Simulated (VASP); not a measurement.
Crystal: B5P.

```
CELL_PARAMETERS angstrom
-4.34967 0.04135 -0.02286
-0.02359 -0.02857 -4.55250
0.08270 -8.65479 -0.05536
ATOMIC_POSITIONS crystal
B 0.44553 0.80616 0.76028
B 0.48235 0.80237 0.25045
B 0.54079 0.53464 0.92057
B 0.54955 0.58349 0.40269
B 0.78797 0.57377 0.76523
B 0.90009 0.55538 0.24023
B 0.44687 0.50439 0.58744
B 0.49574 0.49995 0.11005
B 0.14562 0.50427 0.74814
B 0.20126 0.60881 0.22225
P 0.48536 0.19981 0.75021
P 0.51888 0.20695 0.24246
```

| Item | Value |
| --- | --- |
| Program | VASP 6.6.1 |
| Task | relaxation of cell and atoms |
| Functional | PBE |
| Potentials or basis | VASP PAW PBE potentials, release 64 (B, P) |
| Cutoff | 500 eV |
| k mesh | 4 × 4 × 2 |
| Occupations | gaussian, width 0.1 eV |
| Spin | no spin polarisation |

At the start: pressure -1.3 GPa; volume 14.28 Å³/atom.

Task: Where does the relaxation end?

Result: Over 38 steps the energy falls by 548.5 meV/atom and the volume is 13.47 Å³/atom (-5.6 %); space group P1 (No. 1, to 0.1 Å) before, P4mm (No. 99, to 0.1 Å).

The path:
```csv
step,energy change (eV),largest force (eV/Å),pressure (GPa),volume (Å³)
1,0.0000,14.8900,-1.34,171.35
2,0.8600,11.6166,12.54,168.12
3,-3.6518,8.8613,-3.76,170.08
4,-3.6537,8.9717,6.42,161.94
5,-5.3406,3.6367,-1.60,165.96
6,-5.9823,2.7998,-0.97,162.56
7,-6.0694,1.6419,-1.56,163.41
8,-6.3511,0.9183,1.00,160.14
9,-6.3527,0.9570,1.25,159.87
10,-6.4431,0.9392,0.65,160.66
11,-6.4431,0.9554,0.64,160.67
12,-6.4972,0.3581,-0.31,162.06
13,-6.4975,0.4378,-0.39,162.17
14,-6.5222,0.4311,-0.23,162.12
15,-6.5235,0.5241,-0.17,162.11
16,-6.5427,0.2383,-0.10,161.84
17,-6.5446,0.3599,-0.06,161.72
18,-6.5550,0.1634,0.27,161.46
19,-6.5553,0.1950,0.34,161.41
20,-6.5604,0.1744,-0.09,161.78
21,-6.5605,0.1792,-0.10,161.79
22,-6.5638,0.1488,-0.08,161.87
23,-6.5638,0.1608,-0.08,161.87
24,-6.5673,0.1187,-0.03,161.80
25,-6.5701,0.2272,0.06,161.65
26,-6.5726,0.1419,0.05,161.64
27,-6.5756,0.1838,0.02,161.62
28,-6.5777,0.0788,0.05,161.62
29,-6.5779,0.1069,0.06,161.63
30,-6.5792,0.0588,-0.01,161.70
31,-6.5796,0.0867,-0.08,161.77
32,-6.5805,0.0693,-0.02,161.74
33,-6.5806,0.0907,0.00,161.74
34,-6.5811,0.0449,-0.02,161.72
35,-6.5812,0.0496,-0.03,161.71
36,-6.5814,0.0417,0.03,161.66
37,-6.5814,0.0496,0.04,161.65
38,-6.5816,0.0222,0.02,161.68
```

Final structure:
```xyz
12
Lattice="-4.2796 -0.0003 -0.0004 -0.0014 0.0039 -4.4137 -0.0073 -8.5595 0.0018" Properties=species:S:1:pos:R:3 pbc="T T T"
B    -2.1394   -6.4164   -3.4962
B    -2.1472   -2.1378   -3.4852
B    -2.1468   -7.7242   -2.4082
B    -2.1446   -3.4448   -2.4009
B    -3.4481   -6.4176   -2.4101
B    -3.4533   -2.1371   -2.3976
B    -2.1457   -5.1108   -2.4075
B    -2.1435   -0.8311   -2.4000
B    -0.8348   -6.4189   -2.4098
B    -0.8402   -2.1386   -2.3982
P    -2.1390   -6.4173   -0.9738
P    -2.1479   -2.1393   -0.9631
```
